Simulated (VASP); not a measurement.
# BN (P6_3mc) in VASP: notebook, part 2 of 3

VASP 6.6.1.

## Step 4: Single point, r2SCAN

This run uses another cell than the first one, of the same volume but with other edges.

Contents of POSCAR:

```
BN
1.0
    2.5788197107      0.0000000000      0.0000000000
   -1.2894098553      2.2333233812      0.0000000000
    0.0000000000      0.0000000000      4.0947767393
B N
2 2
Direct
    0.6666666667      0.3333333333      0.9997995909
    0.3333333333      0.6666666667      0.4997995909
    0.6666666667      0.3333333333      0.6252004091
    0.3333333333      0.6666666667      0.1252004091
```

Contents of INCAR.step1:

```
SYSTEM = BN
PREC = Accurate ; ENCUT = 520
ISMEAR = 0 ; SIGMA = 0.05
LREAL = .FALSE. ; LASPH = .TRUE.
NELM = 100 ; NBANDS = 16
GGA = PE ; ALGO = Normal
EDIFF = 1E-4 ; LWAVE = .TRUE.
LCHARG = .FALSE.
```

Contents of INCAR.step2:

```
SYSTEM = BN
PREC = Accurate ; ENCUT = 520
EDIFF = 1E-6 ; ISMEAR = 0
SIGMA = 0.05 ; LREAL = .FALSE.
LASPH = .TRUE. ; NELM = 100
ALGO = Normal ; ISIF = 2
LWAVE = .FALSE. ; LCHARG = .FALSE.
METAGGA = R2SCAN ; LMIXTAU = .TRUE.
NBANDS = 16 ; ISTART = 1
```

Contents of KPOINTS:

```
regular mesh
0
G
  12 12 6
  0 0 0
```

Potentials or basis: VASP PAW PBE potentials, release 64 (B, N).

Launch:

```
cat potpaw_PBE.64/B/POTCAR potpaw_PBE.64/N/POTCAR > POTCAR
cp INCAR.step1 INCAR
mpirun -np 1 vasp_std > vasp.out
cp INCAR.step2 INCAR
mpirun -np 1 vasp_std > vasp.out
```

OUTCAR:

```text
SYSTEM = BN
   PREC = Accurate
   ENCUT = 520
   EDIFF = 1E-6
   ISMEAR = 0
   LREAL = .FALSE.
   LASPH = .TRUE.
   NELM = 100
   ISIF = 2
   METAGGA = R2SCAN
   ISTART = 1

 ion  position               nearest neighbor table
   1  0.667  0.333  1.000-   3 1.53   4 1.57   4 1.57   4 1.57
   2  0.333  0.667  0.500-   4 1.53   3 1.57   3 1.57   3 1.57
   3  0.667  0.333  0.625-   1 1.53   2 1.57   2 1.57   2 1.57
   4  0.333  0.667  0.125-   2 1.53   1 1.57   1 1.57   1 1.57

  LATTYP: Found a hexagonal cell.
 ALAT       =     2.5788197107
 C/A-ratio  =     1.5878491708

  Lattice vectors:

 A1 = (   2.5788197107,   0.0000000000,   0.0000000000)
 A2 = (  -1.2894098553,   2.2333233812,   0.0000000000)
 A3 = (   0.0000000000,   0.0000000000,   4.0947767393)

Analysis of symmetry for initial positions (statically):
=====================================================================
 Subroutine PRICEL returns:
 Original cell was already a primitive cell.

 Routine SETGRP: Setting up the symmetry group for a
 hexagonal supercell.

 Subroutine GETGRP returns: Found 12 space group operations
 (whereof  6 operations were pure point group operations)
 out of a pool of 24 trial point group operations.

The static configuration has the point symmetry C_3v.
 The point group associated with its full space group is C_6v.

Analysis of symmetry for dynamics (positions and initial velocities):
=====================================================================
 Subroutine PRICEL returns:
 Original cell was already a primitive cell.

 Routine SETGRP: Setting up the symmetry group for a
 hexagonal supercell.

 Subroutine GETGRP returns: Found 12 space group operations
 (whereof  6 operations were pure point group operations)
 out of a pool of 24 trial point group operations.

The dynamic configuration has the point symmetry C_3v.
 The point group associated with its full space group is C_6v.

 Subroutine INISYM returns: Found 12 space group operations
 (whereof  6 operations are pure point group operations),
 and found     1 'primitive' translations

----------------------------------------------------------------------------------------

                                     Primitive cell

  volume of cell :      23.5832

  direct lattice vectors                    reciprocal lattice vectors
     2.578819711  0.000000000  0.000000000     0.387774297  0.223881595  0.000000000
    -1.289409855  2.233323381  0.000000000     0.000000000  0.447763189  0.000000000
     0.000000000  0.000000000  4.094776739     0.000000000  0.000000000  0.244213559

  length of vectors
     2.578819711  2.578819711  4.094776739     0.447763189  0.447763189  0.244213559

  position of ions in fractional coordinates (direct lattice)
     0.666666667  0.333333333  0.999799591
     0.333333333  0.666666667  0.499799591
     0.666666667  0.333333333  0.625200409
     0.333333333  0.666666667  0.125200409

  ion indices of the primitive-cell ions
   primitive index   ion index
                 1           1
                 2           2
                 3           3
                 4           4

----------------------------------------------------------------------------------------

 KPOINTS: regular mesh

Automatic generation of k-mesh.
 Grid dimensions read from file:
 generate k-points for:   12   12    6

 Generating k-lattice:

  Cartesian coordinates                     Fractional coordinates (reciprocal lattice)
     0.032314525  0.018656800  0.000000000     0.083333333  0.000000000  0.000000000
     0.000000000  0.037313599  0.000000000     0.000000000  0.083333333  0.000000000
     0.000000000  0.000000000  0.040702260     0.000000000  0.000000000  0.166666667

  Length of vectors
     0.037313599  0.037313599  0.040702260

  Shift w.r.t. Gamma in fractional coordinates (k-lattice)
     0.000000000  0.000000000  0.000000000

 Subroutine IBZKPT returns following result:
 ===========================================

 Found     76 irreducible k-points:

 Following reciprocal coordinates:
            Coordinates               Weight
  0.000000  0.000000  0.000000      1.000000
  0.083333  0.000000  0.000000      6.000000
  0.166667  0.000000  0.000000      6.000000
  0.250000 -0.000000  0.000000      6.000000
  0.333333 -0.000000  0.000000      6.000000
  0.416667  0.000000  0.000000      6.000000
[... 16 lines left out ...]
  0.250000 -0.000000  0.166667     12.000000
  0.333333 -0.000000  0.166667     12.000000
 [... further k-points ...]
   k-points           NKPTS =     76   k-points in BZ     NKDIM =     76   number of bands    NBANDS=     16
   number of dos      NEDOS =    301   number of ions     NIONS =      4
   total plane-waves  NPLWV =  12000
   dimension x,y,z NGX =    20 NGY =   20 NGZ =   30
   dimension x,y,z NGXF=    40 NGYF=   40 NGZF=   60
   ions per type =               2   2
   NGX,Y,Z   is equivalent  to a cutoff of  12.89, 12.89, 12.18 a.u.
   NGXF,Y,Z  is equivalent  to a cutoff of  25.79, 25.79, 24.36 a.u.
 SYSTEM =  BN
   PREC   = accura    normal or accurate (medium, high low for compatibility)
   ISTART =      1    job   : 0-new  1-cont  2-samecut
   ICHARG =      0    charge: 1-file 2-atom 10-const
   ISPIN  =      1    spin polarized calculation?
   LNONCOLLINEAR =      F non collinear calculations
   LSORBIT =      F    spin-orbit coupling
   LASPH  =      T    aspherical Exc in radial PAW
   ENCUT  =  520.0 eV  38.22 Ry    6.18 a.u.   4.79  4.79  7.61*2*pi/ulx,y,z
   NELM   =    100;   NELMIN=  2; NELMDL=  0     # of ELM steps
   EDIFF  = 0.1E-05   stopping-criterion for ELM
   LREAL  =      F    real-space projection
   EDIFFG = 0.1E-04   stopping-criterion for IOM
   NSW    =      0    number of steps for IOM
   IBRION =     -1    ionic relax: 0-MD 1-quasi-New 2-CG
   NFREE  =      0    steps in history (QN), initial steepest desc. (CG)
   ISIF   =      2    stress and relaxation
   ISYM   =      2    0-nonsym 1-usesym 2-fastsym
   POTIM  = 0.5000    time-step for ionic-motion
   TEBEG  =    0.0;   TEEND  =   0.0 temperature during run
   PSTRESS=    0.0 pullay stress
   NELECT =      16.0000    total number of electrons
   NUPDOWN=      -1.0000    fix difference up-down
   EMIN   =  10.00;   EMAX   =-10.00  energy-range for DOS
   EFERMI =   0.00;   METHOD = LEGACY
   ISMEAR =     0;   SIGMA  =   0.05  broadening in eV -4-tet -1-fermi 0-gaus
   EFERMI_NEDOS =   21; number of points for ismear=-14 and -15
   IALGO  =     38    algorithm
   IMIX   =      4    mixing-type and parameters
     AMIX     =   0.40;   BMIX     =  1.00
     AMIX_MAG =   1.60;   BMIX_MAG =  1.00
  volume/ion in A,a.u.               =       5.90        39.79
  Fermi-wavevector in a.u.,A,eV,Ry     =   1.438513  2.718396 28.154815  2.069321
  Thomas-Fermi vector in A             =   2.557472
   LORBIT       =      0    0 simple, 1 ext, 2 COOP (PROOUT), +10 PAW based schemes
   METAGGA = R2SCAN    functional components
   LHFCALC =     F    Hartree Fock is set to
   AEXX    =    0.0000 exact exchange contribution
   IVDW    =     0    specifies the selected vdW correction
   LEPSILON=     F    determine dielectric tensor
   LRPA    =     F    only Hartree local field effects (RPA)
 non-spin polarized calculation
 Gauss-broadening in eV      SIGMA  =   0.05
  energy-cutoff  :      520.00
  volume of cell :       23.58
 maximum number of plane-waves:       656
 NGX is ok and might be reduce to    20

 number of electron      16.0000000 magnetization

 Free energy of the ion-electron system (eV)
  ---------------------------------------------------
  ext. energy  EPLUGINS =         0.00000000
  ---------------------------------------------------
  free energy    TOTEN  =       -38.18258327 eV

  energy without entropy =      -38.18258327  energy(sigma->0) =      -38.18258327

 E-fermi :   7.6277     XC(G=0): -13.6405

 val. band max:        7.4060898765   @ k =   0.0000   0.0000   0.0000
 cond. band min:      13.2684294768   @ k =   0.3333   0.3333   0.0000
 fundamental gap:      5.8623396003
 Fermi energy:         7.6276514082

 k-point     1 :       0.0000    0.0000    0.0000
  band No.  band energies     occupation
      1     -14.0708      2.00000
      2      -9.4559      2.00000
      3      -3.8122      2.00000
      4       4.8704      2.00000
      5       4.8704      2.00000
      6       7.2245      2.00000
[... 433 lines left out ...]
      3      -1.8703      2.00000
      4      -0.1359      2.00000
      5       1.2795      2.00000
      6       2.6951      2.00000
[... 8 lines left out ...]
     15      24.5834      0.00000
     16      25.0602      0.00000

 [... further k-points ...]
[... 5 lines left out ...]
  --------------------------------------------------------------------------------------
  -------------------------------------------------------------------------------------
  Total       -1.7510187     -1.7510187      4.4443514     -0.0000000      0.0000000      0.0000000
  in kB     -118.9593365   -118.9593365    301.9368702     -0.0000000      0.0000000      0.0000000
  external PRESSURE =      21.3393991 kB  Pullay stress =       0.0000000 kB

 VOLUME and BASIS-vectors are now :
 -----------------------------------------------------------------------------
  energy-cutoff  :      520.00
  volume of cell :       23.58
      direct lattice vectors                 reciprocal lattice vectors
     2.578819711  0.000000000  0.000000000     0.387774297  0.223881595  0.000000000
    -1.289409855  2.233323381  0.000000000     0.000000000  0.447763189  0.000000000
     0.000000000  0.000000000  4.094776739     0.000000000  0.000000000  0.244213559

 POSITION                                       TOTAL-FORCE (eV/Angst)
 -----------------------------------------------------------------------------------
      1.28941      0.74444      4.09396        -0.000000     -0.000000      0.080965
     -0.00000      1.48888      2.04657         0.000000      0.000000      0.080965
      1.28941      0.74444      2.56006        -0.000000      0.000000     -0.080965
     -0.00000      1.48888      0.51267        -0.000000      0.000000     -0.080965
 -----------------------------------------------------------------------------------
    total drift:                                0.000000      0.000000     -0.001406

  FREE ENERGIE OF THE ION-ELECTRON SYSTEM (eV)
  ---------------------------------------------------
  free  energy   TOTEN  =       -38.1825832698 eV

  energy  without entropy=      -38.1825832698  energy(sigma->0) =      -38.18258327
```

Wall time 82 s (1 thread of Intel Xeon 8259CL, shared host); peak memory 0.15 GiB.

What came out:

```
Free energy            : -38.1826 eV
Pressure               : 2.1 GPa
Largest force          : 0.081 eV/Å
Band gap on the k mesh : 5.86 eV (least direct gap 8.63 eV)
```

Forces on the atoms (eV/Å):
```
B    0.000  0.000  0.081
B    0.000  0.000  0.081
N    0.000  0.000 -0.081
N    0.000  0.000 -0.081
```

Stress tensor (GPa, compression positive):
```
-11.90   0.00   0.00
  0.00 -11.90   0.00
  0.00   0.00  30.19
```

Levels at points of the mesh, in eV from the valence-band top:
```
           k point  band 4  band 5  band 6  band 7  band 8  band 9  band 10  band 11  band 12  band 13
(0.00, 0.00, 0.00)   -2.54   -2.54   -0.18    0.00    0.00    8.69     8.69     9.38    10.52    11.28
(0.50, 0.00, 0.00)   -7.78   -7.27   -5.43   -4.63   -2.02    6.86     8.88    11.10    12.08    15.05
(0.00, 0.00, 0.50)   -5.60   -1.41   -1.41   -1.41   -1.41    9.65     9.65    10.42    10.42    10.42
(0.50, 0.00, 0.50)  -10.41   -4.01   -4.01   -3.52   -3.52    7.26     7.26    11.03    11.03    15.30
```

Caveat: the PAW data sets were made with another functional, which shifts forces and pressure a little.

## Step 5: Single point, r2SCAN

This run uses another cell than the first one, of the same volume but with other edges.

Contents of POSCAR:

```
BN
1.0
    2.5029276287      0.0000000000      0.0000000000
   -1.2514638144      2.1675989103      0.0000000000
    0.0000000000      0.0000000000      4.3468595186
B N
2 2
Direct
    0.6666666667      0.3333333333      0.9997995909
    0.3333333333      0.6666666667      0.4997995909
    0.6666666667      0.3333333333      0.6252004091
    0.3333333333      0.6666666667      0.1252004091
```

Contents of INCAR.step1:

```
ALGO = Normal
EDIFF = 1E-4
ENCUT = 520
GGA = PE
ISMEAR = 0
LASPH = True
LCHARG = False
LREAL = False
LWAVE = True
NBANDS = 16
NELM = 80
PREC = Accurate
SIGMA = 0.05
```

Contents of INCAR.step2:

```
ALGO = Normal
EDIFF = 1E-7
ENCUT = 520
ISIF = 2
ISMEAR = 0
ISTART = 1
LASPH = True
LCHARG = False
LMIXTAU = True
LREAL = False
LWAVE = False
METAGGA = R2SCAN
NBANDS = 16
NELM = 80
PREC = Accurate
SIGMA = 0.05
```

Contents of KPOINTS:

```
k-points
0
Gamma
  12 12 6
```

Launch:

```
cat potpaw_PBE.64/B/POTCAR potpaw_PBE.64/N/POTCAR > POTCAR
cp INCAR.step1 INCAR
mpirun -np 1 vasp_std > vasp.out
cp INCAR.step2 INCAR
mpirun -np 1 vasp_std > vasp.out
```

Wall time 95 s (1 thread of Intel Xeon 8259CL, shared host); peak memory 0.15 GiB.

It converged, with:

```yaml
Free_energy: -38.1509 eV
Pressure: 2.2 GPa
Largest_force: 0.107 eV/Å
Band_gap_on_the_k_mesh: 5.53 eV (least direct gap 7.63 eV)
```

Forces on the atoms (eV/Å):
```
B    0.000  0.000  0.107
B    0.000  0.000  0.107
N    0.000  0.000 -0.107
N    0.000  0.000 -0.107
```

Stress tensor (GPa, compression positive):
```
 18.13   0.00   0.00
  0.00  18.13   0.00
  0.00   0.00 -29.69
```

Levels at points of the mesh, in eV from the valence-band top:
```
           k point  band 5  band 6  band 7  band 8  band 9  band 10  band 11  band 12
(0.00, 0.00, 0.00)   -1.86   -0.52    0.00    0.00    7.63     9.52     9.52    11.21
(0.50, 0.00, 0.00)   -7.13   -4.95   -4.46   -2.41    7.76     8.21    11.69    12.16
(0.00, 0.00, 0.50)   -1.02   -1.02   -1.02   -1.02   10.84    10.84    10.98    10.98
(0.50, 0.00, 0.50)   -3.98   -3.98   -3.85   -3.85    6.92     6.92    10.54    10.54
```

Caveat: the PAW data sets were made with another functional, which shifts forces and pressure a little. A k mesh can miss the band edges.

## Step 6: Single point, r2SCAN

This run uses another cell than the first one, of the same volume but with other edges.

Contents of POSCAR:

```
BN
1.0
    2.7404048640      0.0000000000      0.0000000000
   -1.3702024320      2.3732602288      0.0000000000
    0.0000000000      0.0000000000      3.6261246591
B N
2 2
Direct
    0.6666666667      0.3333333333      0.9997995909
    0.3333333333      0.6666666667      0.4997995909
    0.6666666667      0.3333333333      0.6252004091
    0.3333333333      0.6666666667      0.1252004091
```

Contents of INCAR.step1:

```
SYSTEM = BN
ALGO = Normal ; EDIFF = 1E-4
ENCUT = 520 ; GGA = PE
ISMEAR = 0 ; LASPH = .True.
LCHARG = .False. ; LREAL = .False.
LWAVE = .True. ; NBANDS = 16
NELM = 80 ; PREC = Accurate
SIGMA = 0.05
```

Contents of INCAR.step2:

```
SYSTEM = BN
ALGO = Normal ; EDIFF = 1E-7
ENCUT = 520 ; ISIF = 2
ISMEAR = 0 ; ISTART = 1
LASPH = .True. ; LCHARG = .False.
LMIXTAU = .True. ; LREAL = .False.
LWAVE = .False. ; METAGGA = R2SCAN
NBANDS = 16 ; NELM = 80
PREC = Accurate ; SIGMA = 0.05
```

Contents of KPOINTS:

```
k-points
0
Gamma
  12 12 6
  0 0 0
```

Potentials or basis: VASP PAW PBE potentials, release 64 (B, N).

Launch:

```
cat potpaw_PBE.64/B/POTCAR potpaw_PBE.64/N/POTCAR > POTCAR
cp INCAR.step1 INCAR
mpirun -np 1 vasp_std > vasp.out
cp INCAR.step2 INCAR
mpirun -np 1 vasp_std > vasp.out
```

Wall time 97 s (1 thread of Intel Xeon 8259CL, shared host); peak memory 0.15 GiB.

Results (log left out):

```
Free energy            : -35.6075 eV
Pressure               : 30.5 GPa
Largest force          : 3.074 eV/Å
Band gap on the k mesh : 4.75 eV (least direct gap 5.75 eV)
```

Forces in eV/Å, atoms in the order of the input:
```
B    0.000  0.000  3.074
B    0.000  0.000  3.074
N    0.000  0.000 -3.074
N    0.000  0.000 -3.074
```

Stress tensor (GPa, compression positive):
```
-53.01   0.00   0.00
  0.00 -53.01   0.00
  0.00   0.00 197.37
```

Levels at points of the mesh, in eV from the valence-band top:
```tsv
k point	band 5	band 6	band 7	band 8	band 9	band 10	band 11	band 12
(0.00, 0.00, 0.00)	-4.24	-1.02	0.00	0.00	5.75	7.09	7.09	9.16
(0.50, 0.00, 0.00)	-6.75	-6.30	-5.03	-1.03	4.75	9.67	9.74	11.24
(0.00, 0.00, 0.50)	-2.42	-2.42	-2.42	-2.42	7.19	7.19	9.13	9.13
(0.50, 0.00, 0.50)	-4.57	-4.57	-2.58	-2.58	6.51	6.51	13.33	13.33
```

Caveat: the cell stands under pressure; the PAW data sets were made with another functional, which shifts forces and pressure a little. A k mesh can miss the band edges.

(Continued in part 3 of 3.)
